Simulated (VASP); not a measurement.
# La2O3 (P-3m1) in VASP: a series of runs, part 2 of 2

VASP 6.6.1. The steps go on from the part before.

## Step 3: Single point, LDA

This run uses another cell than the first one, of 16.03 Å³/atom.

Input file INCAR:

```
ALGO = Normal
EDIFF = 1E-6
ENCUT = 520
GGA = CA
ISIF = 2
ISMEAR = 0
LASPH = True
LCHARG = True
LELF = True
LREAL = False
LVHAR = True
LWAVE = False
NBANDS = 28
NELM = 80
PREC = Accurate
SIGMA = 0.01
```

Input file KPOINTS:

```
k-points
0
Gamma
  6 6 4
```

Input file POSCAR:

```
La2O3
1.0
    3.9043961447      0.0000000000      0.0000000000
   -1.9521980723      3.3813056472      0.0000000000
    0.0000000000      0.0000000000      6.0709329385
La O
2 3
Direct
    0.6666666667      0.3333333333      0.7537640000
    0.3333333333      0.6666666667      0.2462360000
    0.6666666667      0.3333333333      0.3541090000
    0.3333333333      0.6666666667      0.6458910000
    0.0000000000      0.0000000000      0.0000000000
```

Potentials or basis: VASP PAW LDA potentials, release 64 (La, O).

The run is started by

```console
> cat potpaw_LDA.64/La/POTCAR potpaw_LDA.64/O/POTCAR > POTCAR
> mpirun -np 1 vasp_std > vasp.out
```

OUTCAR:

```text
EDIFF = 1E-6
   ENCUT = 520
   GGA = CA
   ISIF = 2
   ISMEAR = 0
   LASPH = True
   LREAL = False
   NELM = 80
   PREC = Accurate

 ion  position               nearest neighbor table
   1  0.667  0.333  0.754-   4 2.35   4 2.35   4 2.35   3 2.43   5 2.70   5 2.70   5 2.70
   2  0.333  0.667  0.246-   3 2.35   3 2.35   3 2.35   4 2.43   5 2.70   5 2.70   5 2.70
   3  0.667  0.333  0.354-   2 2.35   2 2.35   2 2.35   1 2.43
   4  0.333  0.667  0.646-   1 2.35   1 2.35   1 2.35   2 2.43
   5  0.000  0.000  0.000-   2 2.70   1 2.70   2 2.70   1 2.70   1 2.70   2 2.70

  LATTYP: Found a hexagonal cell.
 ALAT       =     3.9043961447
 C/A-ratio  =     1.5548967660

  Lattice vectors:

 A1 = (   3.9043961447,   0.0000000000,   0.0000000000)
 A2 = (  -1.9521980723,   3.3813056472,   0.0000000000)
 A3 = (   0.0000000000,   0.0000000000,   6.0709329385)

Analysis of symmetry for initial positions (statically):
=====================================================================
 Subroutine PRICEL returns:
 Original cell was already a primitive cell.

 Routine SETGRP: Setting up the symmetry group for a
 hexagonal supercell.

 Subroutine GETGRP returns: Found 12 space group operations
 (whereof 12 operations were pure point group operations)
 out of a pool of 24 trial point group operations.

The static configuration has the point symmetry D_3d.

Analysis of symmetry for dynamics (positions and initial velocities):
=====================================================================
 Subroutine PRICEL returns:
 Original cell was already a primitive cell.

 Routine SETGRP: Setting up the symmetry group for a
 hexagonal supercell.

 Subroutine GETGRP returns: Found 12 space group operations
 (whereof 12 operations were pure point group operations)
 out of a pool of 24 trial point group operations.

The dynamic configuration has the point symmetry D_3d.

 Subroutine INISYM returns: Found 12 space group operations
 (whereof 12 operations are pure point group operations),
 and found     1 'primitive' translations

----------------------------------------------------------------------------------------

                                     Primitive cell

  volume of cell :      80.1482

  direct lattice vectors                    reciprocal lattice vectors
     3.904396145  0.000000000  0.000000000     0.256121552  0.147871873  0.000000000
    -1.952198072  3.381305647  0.000000000     0.000000000  0.295743746  0.000000000
     0.000000000  0.000000000  6.070932939     0.000000000  0.000000000  0.164719329

  length of vectors
     3.904396145  3.904395625  6.070932939     0.295743707  0.295743746  0.164719329

  position of ions in fractional coordinates (direct lattice)
     0.666666667  0.333333333  0.753764000
     0.333333333  0.666666667  0.246236000
     0.666666667  0.333333333  0.354109000
     0.333333333  0.666666667  0.645891000
     0.000000000  0.000000000  0.000000000

  ion indices of the primitive-cell ions
   primitive index   ion index
                 1           1
[... 24 lines left out ...]
     0.000000000  0.000000000  0.000000000

 Subroutine IBZKPT returns following result:
 ===========================================

 Found     24 irreducible k-points:

 Following reciprocal coordinates:
            Coordinates               Weight
  0.000000  0.000000  0.000000      1.000000
  0.166667 -0.000000  0.000000      6.000000
  0.333333  0.000000  0.000000      6.000000
  0.500000 -0.000000  0.000000      3.000000
  0.166667  0.166667  0.000000      6.000000
  0.333333  0.166667  0.000000     12.000000
[... 16 lines left out ...]
  0.333333  0.166667  0.500000     12.000000
  0.333333  0.333333  0.500000      2.000000
   k-points           NKPTS =     24   k-points in BZ     NKDIM =     24   number of bands    NBANDS=     28
   number of dos      NEDOS =    301   number of ions     NIONS =      5
   total plane-waves  NPLWV =  43200
   dimension x,y,z NGX =    30 NGY =   30 NGZ =   48
   dimension x,y,z NGXF=    60 NGYF=   60 NGZF=   96
   ions per type =               2   3
   NGX,Y,Z   is equivalent  to a cutoff of  12.77, 12.77, 13.14 a.u.
   NGXF,Y,Z  is equivalent  to a cutoff of  25.55, 25.55, 26.29 a.u.
 SYSTEM =  unknown system
   PREC   = accura    normal or accurate (medium, high low for compatibility)
   ISTART =      0    job   : 0-new  1-cont  2-samecut
   ICHARG =      2    charge: 1-file 2-atom 10-const
   ISPIN  =      1    spin polarized calculation?
   LNONCOLLINEAR =      F non collinear calculations
   LSORBIT =      F    spin-orbit coupling
   LASPH  =      T    aspherical Exc in radial PAW
   ENCUT  =  520.0 eV  38.22 Ry    6.18 a.u.   7.26  7.26 11.29*2*pi/ulx,y,z
   NELM   =     80;   NELMIN=  2; NELMDL= -5     # of ELM steps
   EDIFF  = 0.1E-05   stopping-criterion for ELM
   LREAL  =      F    real-space projection
   EDIFFG = 0.1E-04   stopping-criterion for IOM
   NSW    =      0    number of steps for IOM
   IBRION =     -1    ionic relax: 0-MD 1-quasi-New 2-CG
   NFREE  =      0    steps in history (QN), initial steepest desc. (CG)
   ISIF   =      2    stress and relaxation
   ISYM   =      2    0-nonsym 1-usesym 2-fastsym
   POTIM  = 0.5000    time-step for ionic-motion
   TEBEG  =    0.0;   TEEND  =   0.0 temperature during run
   PSTRESS=    0.0 pullay stress
   NELECT =      40.0000    total number of electrons
   NUPDOWN=      -1.0000    fix difference up-down
   EMIN   =  10.00;   EMAX   =-10.00  energy-range for DOS
   EFERMI =   0.00;   METHOD = LEGACY
   ISMEAR =     0;   SIGMA  =   0.01  broadening in eV -4-tet -1-fermi 0-gaus
   EFERMI_NEDOS =   21; number of points for ismear=-14 and -15
   IALGO  =     38    algorithm
   IMIX   =      4    mixing-type and parameters
     AMIX     =   0.40;   BMIX     =  1.00
     AMIX_MAG =   1.60;   BMIX_MAG =  1.00
  volume/ion in A,a.u.               =      16.03       108.17
  Fermi-wavevector in a.u.,A,eV,Ry     =   1.298565  2.453931 22.943099  1.686270
  Thomas-Fermi vector in A             =   2.429885
   LORBIT       =      0    0 simple, 1 ext, 2 COOP (PROOUT), +10 PAW based schemes
   GGA     = CA    functional components
   LHFCALC =     F    Hartree Fock is set to
   AEXX    =    0.0000 exact exchange contribution
   IVDW    =     0    specifies the selected vdW correction
   LEPSILON=     F    determine dielectric tensor
   LRPA    =     F    only Hartree local field effects (RPA)
 non-spin polarized calculation
 Gauss-broadening in eV      SIGMA  =   0.01
  energy-cutoff  :      520.00
  volume of cell :       80.15
 maximum number of plane-waves:      2189
 NGX is ok and might be reduce to    30
   NGX = 15   NGY = 15   NGZ = 23

 number of electron      39.9999996 magnetization

 Free energy of the ion-electron system (eV)
  ---------------------------------------------------
  ext. energy  EPLUGINS =         0.00000000
  ---------------------------------------------------
  free energy    TOTEN  =       -45.87004822 eV

  energy without entropy =      -45.87004822  energy(sigma->0) =      -45.87004822

 E-fermi :   5.9128     XC(G=0): -11.0316

 val. band max:        5.8656554672   @ k =   0.5000  -0.0000   0.5000
 cond. band min:       9.5925593063   @ k =   0.3333   0.3333   0.0000
 fundamental gap:      3.7269038391
 Fermi energy:         5.9128185138

 k-point     1 :       0.0000    0.0000    0.0000
  band No.  band energies     occupation
      1     -23.6980      2.00000
      2     -23.4213      2.00000
      3     -10.9222      2.00000
      4      -9.5386      2.00000
      5      -9.0999      2.00000
      6      -7.1995      2.00000
[... 733 lines left out ...]
     27      11.2201      0.00000
     28      11.2591      0.00000

------------------------ aborting loop because EDIFF is reached ----------------------------------------

  FORCE on cell =-STRESS in cart. coord.  units (eV):
  Direction    XX          YY          ZZ          XY          YZ          ZX
  --------------------------------------------------------------------------------------
  -------------------------------------------------------------------------------------
  Total       -1.8511483     -1.8511476     -1.9060682     -0.0000000      0.0000000     -0.0000000
  in kB      -37.0047985    -37.0047853    -38.1026593     -0.0000000      0.0000000     -0.0000000
  external PRESSURE =     -37.3707477 kB  Pullay stress =       0.0000000 kB

 VOLUME and BASIS-vectors are now :
 -----------------------------------------------------------------------------
  energy-cutoff  :      520.00
  volume of cell :       80.15
      direct lattice vectors                 reciprocal lattice vectors
     3.904396145  0.000000000  0.000000000     0.256121552  0.147871873  0.000000000
    -1.952198072  3.381305647  0.000000000     0.000000000  0.295743746  0.000000000
     0.000000000  0.000000000  6.070932939     0.000000000  0.000000000  0.164719329

 POSITION                                       TOTAL-FORCE (eV/Angst)
 -----------------------------------------------------------------------------------
      1.95220      1.12710      4.57605        -0.000000      0.000000     -0.003138
     -0.00000      2.25420      1.49488         0.000000     -0.000000      0.003138
      1.95220      1.12710      2.14977        -0.000000      0.000000      0.038878
     -0.00000      2.25420      3.92116         0.000000     -0.000000     -0.038878
      0.00000      0.00000      0.00000         0.000000     -0.000000      0.000000
 -----------------------------------------------------------------------------------
    total drift:                               -0.000000      0.000000      0.000000

  FREE ENERGIE OF THE ION-ELECTRON SYSTEM (eV)
  ---------------------------------------------------
  free  energy   TOTEN  =       -45.8700482210 eV

  energy  without entropy=      -45.8700482210  energy(sigma->0) =      -45.87004822
```

Run time: 3.4 min. Hardware: 1 thread of AMD EPYC 7R13, shared host; peak memory 0.17 GiB.

Results:

* Free energy: -45.8700 eV
* Pressure: -3.7 GPa
* Largest force: 0.039 eV/Å
* Band gap on the k mesh: 3.73 eV (least direct gap 3.80 eV)

Forces on the atoms (eV/Å):
```
La   0.000  0.000 -0.003
La   0.000  0.000  0.003
O    0.000  0.000  0.039
O    0.000  0.000 -0.039
O    0.000  0.000  0.000
```

Caveat: the cell stands under tension; spin-orbit coupling is left out, which moves the levels of the heavy elements.

## Step 4: Single point, LDA

This run uses another cell than the first one, of 16.52 Å³/atom.

Input file INCAR:

```
SYSTEM = La2O3
  ALGO = Normal
  EDIFF = 1E-6
  ENCUT = 520
  GGA = CA
  ISIF = 2
  ISMEAR = 0
  LASPH = .True.
  LCHARG = .False.
  LREAL = .False.
  LWAVE = .False.
  NBANDS = 28
  NELM = 80
  PREC = Accurate
  SIGMA = 0.01
```

Input file KPOINTS:

```
k-points
0
Gamma
  6 6 4
  0 0 0
```

POSCAR: that of step 3 with these lines changed.

```diff
@@ -2,5 +2,5 @@
 1.0
-    3.9043961447      0.0000000000      0.0000000000
-   -1.9521980723      3.3813056472      0.0000000000
-    0.0000000000      0.0000000000      6.0709329385
+    3.9438371591      0.0000000000      0.0000000000
+   -1.9719185795      3.4154625615      0.0000000000
+    0.0000000000      0.0000000000      6.1322596442
 La O
```

The run is started by

```console
> cat potpaw_LDA.64/La/POTCAR potpaw_LDA.64/O/POTCAR > POTCAR
> mpirun -np 1 vasp_std > vasp.out
```

It took 3.1 min on 1 thread of AMD EPYC 7R13, shared host; peak memory 0.17 GiB.

It converged, with:

| Property | Result |
| --- | --- |
| Free energy | -45.7849 eV |
| Pressure | -7.6 GPa |
| Largest force | 0.232 eV/Å |
| Band gap on the k mesh | 3.72 eV (least direct gap 3.82 eV) |

Forces on the atoms (eV/Å):
```
La   0.000  0.000 -0.232
La   0.000  0.000  0.232
O    0.000  0.000  0.004
O    0.000  0.000 -0.004
O    0.000  0.000  0.000
```

Stress tensor (GPa, compression positive):
```
-7.85  0.00  0.00
 0.00 -7.85  0.00
 0.00  0.00 -6.97
```

Levels at points of the mesh, in eV from the valence-band top:
| k point | band 18 | band 19 | band 20 | band 21 | band 22 | band 23 |
| --- | --- | --- | --- | --- | --- | --- |
| (0.00, 0.00, 0.00) | -0.38 | -0.38 | -0.11 | 4.10 | 4.47 | 4.47 |
| (0.50, 0.00, 0.00) | -0.63 | -0.42 | -0.29 | 3.73 | 4.54 | 4.99 |
| (0.00, 0.00, 0.50) | -0.80 | -0.29 | -0.29 | 4.51 | 4.59 | 4.59 |
| (0.50, 0.00, 0.50) | -0.71 | -0.36 | 0.00 | 4.27 | 4.46 | 4.88 |

Caveat: the cell stands under tension; spin-orbit coupling is left out, which moves the levels of the heavy elements. A k mesh can miss the band edges.

## Step 5: The runs side by side

| cell | gap on the mesh (eV) | pressure (GPa) | largest force (eV/Å) |
| --- | --- | --- | --- |
| a = 3.864, b = 3.864, c = 6.008 Å, angles 90.0, 90.0, 120.0°, 5 atoms | 3.73 | 0.8 | 0.25 |
| a = 3.904, b = 3.904, c = 6.071 Å, angles 90.0, 90.0, 120.0°, 5 atoms | 3.73 | -3.7 | 0.04 |
| a = 3.944, b = 3.944, c = 6.132 Å, angles 90.0, 90.0, 120.0°, 5 atoms | 3.72 | -7.6 | 0.23 |

Alike in all rows: task single point; level LDA; potentials or basis VASP PAW LDA potentials, release 64 (La, O); no spin polarisation; k mesh 6 × 6 × 4; cutoff (eV) 520; smearing gaussian 0.01 eV.

Caveats: spin-orbit coupling is left out, which moves the levels of the heavy elements; the cell stands under tension (at least some runs).

Total energies depend on the potentials used, so only differences within one code and one set of settings carry meaning.
